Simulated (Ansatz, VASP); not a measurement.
Two plane-wave programs on TiO2

```
Ti O
1.0
    -1.88890    1.88890    4.79172
     1.88890   -1.88890    4.79172
     1.88890    1.88890   -4.79172
Ti O
2 4
Direct
  0.00000 0.00000 0.00000
  0.75000 0.25000 0.50000
  0.20729 0.20729 0.00000
  0.95729 0.45729 0.50000
  0.54271 0.04271 0.50000
  0.79271 0.79271 0.00000
```

Alike in both runs: task single point; functional r2SCAN; k mesh 10 × 10 × 10; no spin polarisation.

|  | VASP | Ansatz |
| --- | --- | --- |
| version | VASP 6.6.1 | Ansatz 0.2.0 |
| potentials or method | VASP PAW PBE potentials, release 64 (Ti_sv, O) | plane waves, PAW |
| plane-wave cutoff (eV) | 520 | 500 |
| occupations | gaussian, width 0.01 eV | fixed |
| valence electrons in the cell | 48 | 48 |

VASP gave:

```
gap on the k mesh at the Fermi level (eV)                     : 2.56
pressure (GPa)                                                : 1.2
traceless stress, the component that is largest in VASP (GPa) : -0.14
rms of the force components (eV/Å)                            : 0.012
```

What did Ansatz give for the same quantities?

gap on the k mesh at the Fermi level (eV): 2.54; pressure (GPa): 0.0; traceless stress, the component that is largest in VASP (GPa): -0.02; rms of the force components (eV/Å): 0.001.

VASP's potentials were made for PBE, not for r2SCAN. Atom by atom the forces differ by 0.013 eV/Å (rms over components).
